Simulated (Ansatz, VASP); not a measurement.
MgS in VASP and in Ansatz

Contents of POSCAR:

```
MgS
1.0
    0.0000000000      2.8863962108      2.8863962108
    2.8863962108      0.0000000000      2.8863962108
    2.8863962108      2.8863962108      0.0000000000
Mg S
1 1
Direct
    0.0000000000      0.0000000000      0.0000000000
    0.7500000000      0.7500000000      0.7500000000
```

Contents of INCAR.step1:

```
SYSTEM = MgS
PREC = Accurate
ENCUT = 660
ISMEAR = 0
SIGMA = 0.01
LREAL = .FALSE.
LASPH = .TRUE.
NELM = 120
NBANDS = 15
GGA = PE
ALGO = Normal
EDIFF = 1E-5
LWAVE = .TRUE.
LCHARG = .FALSE.
GGA_COMPAT = .FALSE.
```

File INCAR.step2:

```
SYSTEM = MgS
PREC = Accurate
ENCUT = 660
EDIFF = 1E-6
ISMEAR = 0
SIGMA = 0.01
LREAL = .FALSE.
LASPH = .TRUE.
NELM = 120
ALGO = Normal
ISIF = 2
LWAVE = .FALSE.
LCHARG = .FALSE.
METAGGA = R2SCAN
LMIXTAU = .TRUE.
NBANDS = 15
ISTART = 1
GGA_COMPAT = .FALSE.
```

File KPOINTS:

```
Automatic mesh
0
G
  6 6 6
  0 0 0
```

Input for Ansatz:

```yaml
crystal:
  lattice:
    - [0.0, 2.8863962108, 2.8863962108]
    - [2.8863962108, 0.0, 2.8863962108]
    - [2.8863962108, 2.8863962108, 0.0]
  atoms:
    - { symbol: Mg, position: [0.0, 0.0, 0.0] }
    - { symbol: S, position: [0.75, 0.75, 0.75] }
kpoints:
  mp_grid: { grid: [6, 6, 6] }
hamiltonian:
  xc: r2scan
scf:
  occupations: { method: fixed }
  n_extra_bands: 4
output:
  forces: true
  stress: true
  eigenvalues: true
```

Alike in both runs: task single point; functional r2SCAN; k mesh 6 × 6 × 6; no spin polarisation.

```csv
,VASP,Ansatz
version,VASP 6.6.1,Ansatz 0.2.0
potentials or method,"VASP PAW PBE potentials, release 64 (Mg_sv, S)","plane waves, PAW"
plane-wave cutoff (eV),660,500
occupations,"gaussian, width 0.01 eV",fixed
valence electrons in the cell,16,16
```

|  | VASP | Ansatz | Ansatz less VASP |
| --- | --- | --- | --- |
| gap on the k mesh at the Fermi level (eV) | 3.85 | 3.84 | -0.012 |
| pressure (GPa) | -3.3 | -3.1 | +0.19 |

VASP's potentials were made for PBE, not for r2SCAN.
